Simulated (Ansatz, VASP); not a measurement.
# KBr3: VASP beside Ansatz

```xyz
4
Lattice="7.7122 0.0000 0.0000 0.0000 7.7122 0.0000 0.0000 0.0000 11.1090" Properties=species:S:1:pos:R:3 pbc="T T T"
K     0.0000    0.0000    5.5545
Br    0.0000    0.0000    0.0000
Br    0.0000    0.0000    2.5540
Br    0.0000    0.0000    8.5550
```

Alike in both runs: functional PBE; k mesh 4 × 4 × 4; occupations gaussian, width 0.02 eV; no spin polarisation.

Ansatz relaxed the structure, and its values are those at the end. VASP's run is a single point on that final structure, the one shown.

|  | VASP | Ansatz |
| --- | --- | --- |
| version | VASP 6.6.1 | Ansatz 0.2.0 |
| potentials or method | VASP PAW PBE potentials, release 64 (K_sv, Br), cutoff 520 eV | scalar-relativistic, plane waves, PAW |
| valence electrons in the cell | 30 | 30 |

Ansatz gave:

| Item | Value |
| --- | --- |
| gap on the k mesh at the Fermi level (eV) | 1.97 |
| least direct gap on the mesh (eV) | 2.00 |
| rms of the force components (eV/Å) | 0.001 |

Estimate VASP's values.

gap on the k mesh at the Fermi level (eV): 1.98; least direct gap on the mesh (eV): 2.00; rms of the force components (eV/Å): 0.004.

Ansatz's warnings: xc potential rough in thin density.
